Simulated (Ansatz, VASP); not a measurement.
**Two plane-wave programs on GaSb**

File INCAR:

```
PREC = Accurate ; ENCUT = 520
EDIFF = 1E-6 ; ISMEAR = 0
SIGMA = 0.05 ; LREAL = False
LASPH = True ; NELM = 100
ALGO = Normal ; ISIF = 2
LWAVE = False ; LCHARG = False
GGA = PS ; NBANDS = 16
```

Contents of KPOINTS:

```
regular mesh
0
Gamma
  10 10 10
```

POSCAR

```
GaSb
1.0
    0.0000000000      3.0352566169      3.0352566169
    3.0352566169      0.0000000000      3.0352566169
    3.0352566169      3.0352566169      0.0000000000
Ga Sb
1 1
Direct
    0.0000000000      0.0000000000      0.0000000000
    0.7500000000      0.7500000000      0.7500000000
```

Input for Ansatz:

```yaml
crystal:
  lattice:
    - [0.0, 3.0352566169, 3.0352566169]
    - [3.0352566169, 0.0, 3.0352566169]
    - [3.0352566169, 3.0352566169, 0.0]
  atoms:
    - { symbol: Ga, position: [0.0, 0.0, 0.0] }
    - { symbol: Sb, position: [0.75, 0.75, 0.75] }
basis:
  ecutwfc: 420
  ecutrho_ratio: 4
kpoints:
  mp_grid: { grid: [10, 10, 10] }
hamiltonian:
  xc: pbesol
scf:
  occupations: { method: gaussian, width: 0.05 }
output:
  forces: true
  stress: true
  eigenvalues: true
```

Alike in both runs: task single point; functional PBEsol; k mesh 10 × 10 × 10; occupations gaussian, width 0.05 eV; no spin polarisation.

|  | VASP | Ansatz |
| --- | --- | --- |
| version | VASP 6.6.1 | Ansatz 0.2.0 |
| potentials or method | VASP PAW PBE potentials, release 64 (Ga_d, Sb), cutoff 520 eV | scalar-relativistic, plane waves, PAW |
| valence electrons in the cell | 18 | 28 |

```csv
,VASP,Ansatz,Ansatz less VASP
pressure (GPa),1.2,1.1,-0.10
```

VASP's potentials were made for PBE, not for PBEsol. With one functional, cell and mesh, what is left measures potentials, basis and numerics. VASP's potentials hold 18 valence electrons a cell and Ansatz's 28, so a difference there can come from the potentials and not from the codes.

Spin-orbit coupling is off throughout.
